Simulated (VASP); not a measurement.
**Ti: single point with PBE**

Crystal: Ti.

```
Ti
1.0
     2.16475    0.00000    0.00000
    -1.08238    1.87473    0.00000
     0.00000    0.00000    4.18683
Ti
2
Direct
  0.33333 0.66667 0.25000
  0.66667 0.33333 0.75000
```

* Program: VASP 6.6.1
* Task: single point
* Functional: PBE
* Potentials or basis: VASP PAW PBE potentials, release 64 (Ti_sv)
* Cutoff: 520 eV
* k mesh: 19 × 19 × 10
* Occupations: fermi-dirac, width 0.08 eV
* Spin: no spin polarisation

* Pressure: 233.0 GPa
* Band gap on the k mesh: zero (bands 12 and 13 overlap by 1.81 eV)

Stress tensor (GPa, compression positive):
```
235.87   0.00   0.00
  0.00 235.87   0.00
  0.00   0.00 227.37
```

Levels at points of the mesh, in eV from the Fermi level:
```tsv
k point	band 9	band 10	band 11	band 12	band 13	band 14	band 15	band 16
(0.00, 0.00, 0.00)	-5.86	-3.39	-1.22	1.31	1.31	1.89	1.89	3.29
(0.00, 0.00, 0.50)	-2.99	-2.99	-1.15	-1.15	1.44	1.44	1.44	1.44
```

It took 51 s on 1 thread of Intel Xeon 8259CL, with other jobs on the host, peak memory 0.18 GiB.

Caveat: the stress differs along the axes, from 227 to 236 GPa.
